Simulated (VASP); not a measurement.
LiCl, 2 atoms in the cell. The typed cell holds 2 atoms: a = 3.627 Å, b = 3.627 Å, c = 3.627 Å, α = 60.00°, β = 60.00°, γ = 60.00°.  This cell differs from its parent crystal: one atom moved.

| Property | Result |
| --- | --- |
| Program | VASP 6.6.1 |
| Task | single point |
| Functional | PBE |
| Potentials or basis | VASP PAW PBE potentials, release 64 (Li_sv, Cl) |
| Cutoff | 520 eV |
| k mesh | 8 × 8 × 8 |
| Occupations | gaussian, width 0.02 eV |
| Spin | no spin polarisation |
| Dipole correction | no |
| Further INCAR settings | ALGO = Normal; EDIFF = 1e-07; NBANDS = 12 |

Potentials or basis: VASP PAW PBE potentials, release 64 (Li_sv, Cl).

Command:

```console
$ cat potpaw_PBE.64/Li_sv/POTCAR potpaw_PBE.64/Cl/POTCAR > POTCAR
$ mpirun -np 1 vasp_std > vasp.out
```

Hardware: 1 thread of Intel(R) Xeon(R) Platinum 8375C CPU @ 2.90GHz (Ice Lake), on a shared host.

Q: Estimate the wall time of this run.

A: Run time: 100 s on 1 thread of Intel(R) Xeon(R) Platinum 8375C CPU @ 2.90GHz (Ice Lake), with other jobs on the host, peak memory 0.22 GiB. Counts: scf iterations 12, k points 260.
